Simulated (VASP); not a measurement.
Here is a VASP 6.6.1 calculation.

INCAR

```
SYSTEM = Rb
ALGO = Normal
EDIFF = 1E-7
ENCUT = 520
GGA = CA
ISIF = 2
ISMEAR = -1
LASPH = .TRUE.
LCHARG = .FALSE.
LREAL = .FALSE.
LWAVE = .FALSE.
NBANDS = 16
NELM = 60
PREC = Accurate
SIGMA = 0.1
```

The input KPOINTS:

```
k-points
0
G
  12 12 7
  0 0 0
```

POSCAR

```
Rb
1.0
    3.6149214904      0.0000000000      0.0000000000
   -1.8074607452      3.1306138434      0.0000000000
    0.0000000000      0.0000000000      5.9712555302
Rb
2
Direct
    0.3333333333      0.6666666667      0.2500000000
    0.6666666667      0.3333333333      0.7500000000
```

Potentials or basis: VASP PAW LDA potentials, release 64 (Rb_sv).

Run with:

```console
$ cat potpaw_LDA.64/Rb_sv/POTCAR > POTCAR
$ mpirun -np 1 vasp_std > vasp.out
```

Problem. What does it give for the band gap on the k mesh?

Solution. Zero (bands 9 and 10 overlap by 2.11 eV).

Problem. Estimate the pressure.

Solution. 11.0 GPa.

Caveat: the cell stands under pressure.
